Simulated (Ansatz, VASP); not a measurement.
CdTe in VASP and in Ansatz

```
Cd Te
1.0
    -3.27763    3.27763    0.00000
     0.00000    0.00000    6.55526
     3.27763    3.27763    0.00000
Cd Te
2 2
Direct
  0.00000 0.00000 0.00000
  0.50000 0.50000 0.50000
  0.00000 0.25000 0.50000
  0.50000 0.75000 0.00000
```

Alike in both runs: task single point; functional r2SCAN; k mesh 6 × 4 × 6; occupations fermi-dirac, width 0.02 eV; no spin polarisation.

|  | VASP | Ansatz |
| --- | --- | --- |
| version | VASP 6.6.1 | Ansatz 0.2.0 |
| potentials or method | VASP PAW PBE potentials, release 64 (Cd, Te) | PAW with Ansatz's default frozen-core files, scalar-relativistic |
| plane-wave cutoff (eV) | 520 | 500 |
| valence electrons in the cell | 36 | 72 |

Ansatz gave:

- gap on the k mesh at the Fermi level (eV): 1.17
- pressure (GPa): 0.0

Question: Estimate VASP's values.

Answer: gap on the k mesh at the Fermi level (eV): 1.16; pressure (GPa): 0.1.

VASP's potentials were made for PBE, not for r2SCAN. With one functional, cell and mesh, what is left measures potentials, basis and numerics. VASP's potentials hold 36 valence electrons a cell and Ansatz's 72, so a difference there can come from the potentials and not from the codes.

Neither program's run includes spin-orbit coupling.
